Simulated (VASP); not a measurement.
A run of VASP 6.6.1:

File INCAR:

```
SYSTEM = ZrOs
  ALGO = Normal
  EDIFF = 1E-6
  ENCUT = 600
  GGA = CA
  GGA_COMPAT = .FALSE.
  ISIF = 2
  ISMEAR = -1
  LASPH = .TRUE.
  LCHARG = .FALSE.
  LREAL = .FALSE.
  LWAVE = .FALSE.
  NBANDS = 17
  NELM = 120
  PREC = Accurate
  SIGMA = 0.2
```

Contents of KPOINTS:

```
k-points
0
G
  6 6 6
  0 0 0
```

Contents of POSCAR:

```
ZrOs
1.0
    3.2630000000      0.0000000000      0.0000000000
    0.0000000000      3.2630000000      0.0000000000
    0.0000000000      0.0000000000      3.2630000000
Zr Os
1 1
Direct
    0.5000000000      0.5000000000      0.5000000000
    0.0000000000      0.0000000000      0.0000000000
```

Potentials or basis: VASP PAW LDA potentials, release 64 (Zr_sv, Os).

Launch:

```sh
$ cat potpaw_LDA.64/Zr_sv/POTCAR potpaw_LDA.64/Os/POTCAR > POTCAR
$ mpirun -np 1 vasp_std > vasp.out
```

Hardware: 1 thread of AMD EPYC 7R13 Processor (Zen 3), with other jobs on the host.

Problem. How long does it take, and how much memory?

Solution. It took 14 s on 1 thread of AMD EPYC 7R13 Processor (Zen 3), with other jobs on the host, peak memory 0.12 GiB. Counts: scf iterations 12, k points 20.
